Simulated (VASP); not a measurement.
# MgSe3 (P6/mmm) in VASP: a series of runs, part 2 of 2

VASP 6.6.1.

### 3 Relaxation of cell and atoms, PBE

File INCAR:

```
PREC = Accurate ; ENCUT = 600
EDIFF = 1E-6 ; ISMEAR = 0
SIGMA = 0.1 ; LREAL = F
LASPH = T ; NELM = 60
ALGO = Normal ; ISIF = 3
LWAVE = F ; LCHARG = F
GGA = PE ; IBRION = 2
NSW = 100 ; EDIFFG = -0.01
```

File KPOINTS:

```
Automatic mesh
0
Gamma
  12 12 14
```

File POSCAR:

```
MgSe3
1.0
    5.5069971606      0.0000000000      0.0000000000
   -2.7534985803      4.7691994396      0.0000000000
    0.0000000000      0.0000000000      3.5696864786
Mg Se
1 3
Direct
    0.0000000000      0.0000000000      0.0000000000
    0.5000000000      0.0000000000      0.5000000000
    0.0000000000      0.5000000000      0.5000000000
    0.5000000000      0.5000000000      0.5000000000
```

Potentials or basis: VASP PAW PBE potentials, release 64 (Mg, Se).

Started as:

```
> cat potpaw_PBE.64/Mg/POTCAR potpaw_PBE.64/Se/POTCAR > POTCAR
> mpirun -np 1 vasp_std > vasp.out
```

OUTCAR:

```text
PREC = Accurate
   ENCUT = 600
   EDIFF = 1E-6
   ISMEAR = 0
   LREAL = F
   LASPH = T
   NELM = 60
   ISIF = 3
   GGA = PE
   IBRION = 2
   NSW = 100
   EDIFFG = -0.01

 ion  position               nearest neighbor table
   1  0.000  0.000  0.000-
   2  0.500  0.000  0.500-   3 2.75   4 2.75   4 2.75   3 2.75
   3  0.000  0.500  0.500-   2 2.75   2 2.75   4 2.75   4 2.75
   4  0.500  0.500  0.500-   2 2.75   2 2.75   3 2.75   3 2.75

  LATTYP: Found a hexagonal cell.
 ALAT       =     5.5069971606
 C/A-ratio  =     0.6482092463

  Lattice vectors:

 A1 = (   5.5069971606,   0.0000000000,   0.0000000000)
 A2 = (  -2.7534985803,   4.7691994396,   0.0000000000)
 A3 = (   0.0000000000,   0.0000000000,   3.5696864786)

Analysis of symmetry for initial positions (statically):
=====================================================================
 Subroutine PRICEL returns:
 Original cell was already a primitive cell.

 Routine SETGRP: Setting up the symmetry group for a
 hexagonal supercell.

 Subroutine GETGRP returns: Found 24 space group operations
 (whereof 24 operations were pure point group operations)
 out of a pool of 24 trial point group operations.

The static configuration has the point symmetry D_6h.

Analysis of symmetry for dynamics (positions and initial velocities):
=====================================================================
 Subroutine PRICEL returns:
[... 318 lines left out ...]
  ---------------------------------------------------
  ext. energy  EPLUGINS =         0.00000000
  ---------------------------------------------------
  free energy    TOTEN  =       -11.90604013 eV

  energy without entropy =      -11.89602528  energy(sigma->0) =      -11.90103271

 E-fermi :   3.9667     XC(G=0):  -9.3716

 val. band max:        3.9463005030   @ k =   0.3333   0.0000   0.2857
 cond. band min:       3.9673097186   @ k =   0.1667   0.1667   0.4286
 fundamental gap:      0.0210092157
 Fermi energy:         3.9666716410

 k-point     1 :       0.0000    0.0000    0.0000
  band No.  band energies     occupation
      1     -11.4918      2.00000
      2      -7.8819      2.00000
      3      -7.8819      2.00000
      4      -3.1538      2.00000
      5      -1.3558      2.00000
      6      -1.3558      2.00000
      7       1.6807      2.00000
      8       2.1124      2.00000
      9       4.5278      0.00000
     10       4.5278      0.00000
     11       5.9649      0.00000
     12       7.2775      0.00000
     13       7.2775      0.00000
     14       7.7270      0.00000
[... 377 lines left out ...]
      1     -10.9603      2.00000
      2      -9.1361      2.00000
      3      -7.9964      2.00000
      4      -2.2882      2.00000
      5      -0.5317      2.00000
      6       0.0118      2.00000
      7       1.8417      2.00000
      8       3.3799      2.00000
      9       3.4028      2.00000
     10       3.6278      2.00000
     11       4.2477      0.00007
     12       4.6412      0.00000
     13       7.1146      0.00000
     14       8.4030      0.00000

 [... further k-points ...]

------------------------ aborting loop because EDIFF is reached ----------------------------------------

  FORCE on cell =-STRESS in cart. coord.  units (eV):
  Direction    XX          YY          ZZ          XY          YZ          ZX
  --------------------------------------------------------------------------------------
  -------------------------------------------------------------------------------------
  Total        0.0034679      0.0034679      0.0029396      0.0000000      0.0000000      0.0000000
  in kB        0.0593524      0.0593524      0.0503116      0.0000000      0.0000000      0.0000000
  external PRESSURE =       0.0563388 kB  Pullay stress =       0.0000000 kB
[... 19 lines left out ...]
  FREE ENERGIE OF THE ION-ELECTRON SYSTEM (eV)
  ---------------------------------------------------
  free  energy   TOTEN  =       -11.9060401338 eV

  energy  without entropy=      -11.8960252766  energy(sigma->0) =      -11.90103271

 reached required accuracy - stopping structural energy minimisation
```

OSZICAR:

```text
N       E                     dE             d eps       ncg     rms          rms(c)
DAV:   1     0.105959404853E+03    0.10596E+03   -0.89410E+03  4256   0.133E+03
DAV:   2    -0.347487813757E+01   -0.10943E+03   -0.10556E+03  5632   0.188E+02
DAV:   3    -0.122963713905E+02   -0.88215E+01   -0.86739E+01  5588   0.602E+01
DAV:   4    -0.123968797330E+02   -0.10051E+00   -0.10017E+00  4788   0.733E+00
[... 32 lines left out ...]
DAV:   1    -0.119064204215E+02   -0.42533E-03   -0.11736E-02  4304   0.600E-01    0.730E-02
DAV:   2    -0.119061169710E+02    0.30345E-03   -0.48223E-04  4394   0.126E-01    0.332E-02
DAV:   3    -0.119060448853E+02    0.72086E-04   -0.22014E-04  4916   0.754E-02    0.984E-03
DAV:   4    -0.119060402952E+02    0.45902E-05   -0.12180E-05  4604   0.191E-02    0.415E-03
DAV:   5    -0.119060401338E+02    0.16134E-06   -0.15915E-06  2966   0.718E-03
   5 F= -.11906040E+02 E0= -.11901033E+02  d E =-.123713E-03
```

CONTCAR:

```text
MgSe3
   1.00000000000000
     5.4933807008151376    0.0000000000000000    0.0000000000000000
    -2.7466903504075688    4.7574072395170601   -0.0000000000000000
    -0.0000000000000000    0.0000000000000000    3.5819847918134249
  Mg              Se
     1     3
Direct
     0.0000000000000000    1.0000000000000000    0.0000000000000000
     0.5000000000000000    0.0000000000000000    0.5000000000000000
     0.0000000000000000    0.5000000000000000    0.5000000000000000
     0.5000000000000000    0.5000000000000000    0.5000000000000000

  0.00000000E+00  0.00000000E+00  0.00000000E+00
  0.00000000E+00  0.00000000E+00  0.00000000E+00
  0.00000000E+00  0.00000000E+00  0.00000000E+00
  0.00000000E+00  0.00000000E+00  0.00000000E+00
```

It took 7.5 min on 1 thread of Intel Xeon Platinum 8488C (Sapphire Rapids), shared host; peak memory 0.43 GiB.

Results:

| Item | Value |
| --- | --- |
| Free energy | -11.9060 eV |
| Relaxed volume | 23.40 Å³/atom |
| Relaxed cell | a = 5.493 Å, b = 5.493 Å, c = 3.582 Å, α = 90.00°, β = 90.00°, γ = 120.00° |
| Space group after relaxing (to 0.1 Å) | P6/mmm (No. 191) |
| Energy gained by relaxing | 0.2 meV/atom |
| Ionic steps | 5 |
| Pressure after relaxing | 0.0 GPa |
| Band gap on the k mesh | zero (bands 10 and 11 overlap by 2.73 eV) |

Step by step:
| step | energy change (eV) | largest force (eV/Å) | pressure (GPa) | volume (Å³) |
| --- | --- | --- | --- | --- |
| 1 | 0.0000 | 0.0000 | -0.24 | 93.75 |
| 2 | -0.0006 | 0.0000 | 0.14 | 93.28 |
| 3 | -0.0006 | 0.0000 | 0.07 | 93.37 |
| 4 | -0.0007 | 0.0000 | 0.04 | 93.47 |
| 5 | -0.0008 | 0.0000 | 0.01 | 93.61 |

Final structure:
```xyz
4
Lattice="5.4934 0.0000 0.0000 -2.7467 4.7574 0.0000 0.0000 0.0000 3.5820" Properties=species:S:1:pos:R:3 pbc="T T T"
Mg   -2.7467    4.7574    0.0000
Se    2.7467    0.0000    1.7910
Se   -1.3733    2.3787    1.7910
Se    1.3733    2.3787    1.7910
```

Levels at points of the mesh, in eV from the Fermi level:
```csv
k point,band 6,band 7,band 8,band 9,band 10,band 11,band 12,band 13,band 14
"(0.00, 0.00, 0.00)",-5.32,-2.29,-1.85,0.56,0.56,2.00,3.31,3.31,3.76
"(0.50, 0.00, 0.00)",-2.78,-2.12,-1.98,-1.50,-0.72,0.45,1.64,3.10,3.18
"(0.00, 0.00, 0.50)",-4.64,-4.64,-2.14,-2.14,0.57,2.33,2.54,2.54,2.56
"(0.50, 0.00, 0.50)",-4.13,-2.44,-2.30,-2.08,-1.58,-1.57,0.57,3.47,3.71
```
